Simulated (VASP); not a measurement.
Bi: single point with LDA

The system is Bi.

```
Bi
1.0
     2.24515    1.29624    3.83884
    -2.24515    1.29624    3.83884
     0.00000   -2.59248    3.83884
Bi
2
Direct
  0.23711 0.23711 0.23711
  0.76289 0.76289 0.76289
```

* Program: VASP 6.6.1
* Task: single point
* Functional: LDA
* Potentials or basis: VASP PAW LDA potentials, release 64 (Bi_d)
* Cutoff: 520 eV
* k mesh: 9 × 9 × 9
* Occupations: fermi-dirac, width 0.3 eV
* Spin: no spin polarisation
* Dipole correction: no
* Further INCAR settings: ALGO = Normal; EDIFF = 1e-06; NBANDS = 22

The pressure is 0.4 GPa. The largest force is 0.207 eV/Å. The band gap on the k mesh is zero (bands 15 and 16 overlap by 0.03 eV).

Forces on the atoms (eV/Å):
```
Bi   0.000  0.000  0.207
Bi   0.000  0.000 -0.207
```

Stress tensor (GPa, compression positive):
```
0.42 0.00 0.00
0.00 0.42 0.00
0.00 0.00 0.28
```

Levels at points of the mesh, in eV from the Fermi level:
| k point | band 11 | band 12 | band 13 | band 14 | band 15 | band 16 | band 17 | band 18 | band 19 | band 20 |
| --- | --- | --- | --- | --- | --- | --- | --- | --- | --- | --- |
| (0.00, 0.00, 0.00) | -13.42 | -7.35 | -1.60 | -1.35 | -1.35 | 2.74 | 3.04 | 3.04 | 5.51 | 5.67 |

It took 2 min on 1 thread of Intel Xeon 8259CL, with other jobs on the host, peak memory 0.23 GiB.

Caveat: so wide a smearing shifts energies and pressures; spin-orbit coupling is left out, which moves the levels of the heavy elements.
